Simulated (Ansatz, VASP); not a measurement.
Two plane-wave programs on Ag4F3

INCAR

```
  ALGO = Normal
  EDIFF = 1E-7
  ENCUT = 520
  GGA = PE
  ISIF = 2
  ISMEAR = 0
  LASPH = True
  LCHARG = False
  LREAL = False
  LWAVE = False
  NBANDS = 42
  NELM = 60
  PREC = Accurate
  SIGMA = 0.1
```

Contents of KPOINTS:

```
k-points
0
Gamma
  4 4 4
```

File POSCAR:

```
Ag4F3
1.0
    5.0162780000      0.0000000000      0.0000000000
    0.0000000000      5.0162780000      0.0000000000
    0.0000000000      0.0000000000      5.0162780000
Ag F
4 3
Direct
    0.6997140000      0.6997140000      0.6997140000
    0.3002860000      0.3002860000      0.6997140000
    0.3002860000      0.6997140000      0.3002860000
    0.6997140000      0.3002860000      0.3002860000
    0.0000000000      0.0000000000      0.5000000000
    0.5000000000      0.0000000000      0.0000000000
    0.0000000000      0.5000000000      0.0000000000
```

Input for Ansatz:

```yaml
crystal:
  lattice:
    - [5.016278, 0.0, 0.0]
    - [0.0, 5.016278, 0.0]
    - [0.0, 0.0, 5.016278]
  atoms:
    - { symbol: Ag, position: [0.699714, 0.699714, 0.699714] }
    - { symbol: Ag, position: [0.300286, 0.300286, 0.699714] }
    - { symbol: Ag, position: [0.300286, 0.699714, 0.300286] }
    - { symbol: Ag, position: [0.699714, 0.300286, 0.300286] }
    - { symbol: F, position: [0.0, 0.0, 0.5] }
    - { symbol: F, position: [0.5, 0.0, 0.0] }
    - { symbol: F, position: [0.0, 0.5, 0.0] }
basis:
  ecutwfc: 420
kpoints:
  mp_grid: { grid: [4, 4, 4] }
hamiltonian:
  xc: pbe
scf:
  occupations: { method: gaussian, width: 0.1 }
  lower_state_search: "off"
output:
  forces: true
  stress: true
  eigenvalues: true
```

Change from the starting cell: relaxed end of: species swapped into the Ge3As4 type (P-43m, No. 215).

Alike in both runs: task single point; functional PBE; k mesh 4 × 4 × 4; occupations gaussian, width 0.1 eV; no spin polarisation.

|  | VASP | Ansatz |
| --- | --- | --- |
| version | VASP 6.6.1 | Ansatz 0.2.0 |
| potentials or method | VASP PAW PBE potentials, release 64 (Ag, F), cutoff 520 eV | scalar-relativistic, plane waves, PAW |
| valence electrons in the cell | 65 | 97 |

Ansatz gave:

```
gap on the k mesh at the Fermi level (eV) : none
pressure (GPa)                            : 0.0
rms of the force components (eV/Å)        : 0.005
```

**Question.** Estimate VASP's values.

**Answer.** gap on the k mesh at the Fermi level (eV): none; pressure (GPa): -0.3; rms of the force components (eV/Å): 0.003.

Atom by atom the forces differ by 0.001 eV/Å (rms over components). A gap of «none» marks a metal or a gap that the smearing closes. VASP's potentials hold 65 valence electrons a cell and Ansatz's 97, so a difference there can come from the potentials and not from the codes.
